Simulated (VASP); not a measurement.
Wanted: the native input for a VASP 6.6.1 run.

```
Task                   : single point
Functional             : PBEsol
Potentials or basis    : VASP PAW PBE potentials, release 64 (Ca_sv)
Cutoff                 : 520 eV
k mesh                 : 14 × 14 × 14
Occupations            : gaussian, width 0.15 eV
Spin                   : no spin polarisation
Dipole correction      : no
Further INCAR settings : ALGO = Normal; EDIFF = 1e-06; NBANDS = 11
```

The structure of Ca lies in POSCAR:

```
Ca
1.0
    0.0000000000      2.8780260000      2.7103740000
    2.8780260000      0.0000000000      2.7103740000
    2.8780260000      2.8780260000      0.0000000000
Ca
1
Direct
    0.0000000000      0.0000000000      0.0000000000
```

This cell differs from its parent crystal: strain +0.030 along x and y, -0.030 along z.

One way to write it, as run:

INCAR

```
SYSTEM = Ca
PREC = Accurate
ENCUT = 520
EDIFF = 1E-6
ISMEAR = 0
SIGMA = 0.15
LREAL = .False.
LASPH = .True.
NELM = 80
ALGO = Normal
ISIF = 2
LWAVE = .False.
LCHARG = .False.
GGA = PS
NBANDS = 11
```

KPOINTS

```
regular mesh
0
Gamma
  14 14 14
  0 0 0
```

Potentials or basis: VASP PAW PBE potentials, release 64 (Ca_sv).

The run is started by

```console
$ cat potpaw_PBE.64/Ca_sv/POTCAR > POTCAR
$ mpirun -np 1 vasp_std > vasp.out
```

Results of the run:

```json
{
 "Pressure": "-1.6 GPa",
 "Band gap on the k mesh": "zero (band 5 reaches 1.86 eV, above the bottom of band 6 at 1.46 eV)"
}
```

Caveat: the cell differs from its parent crystal (strain +0.030 along x and y, -0.030 along z); the PAW data sets were made with another functional, which shifts forces and pressure a little.

Run time: 100 s on 1 thread of Oxide Virtual Turin-like Processor (shared host), peak memory 0.23 GiB.
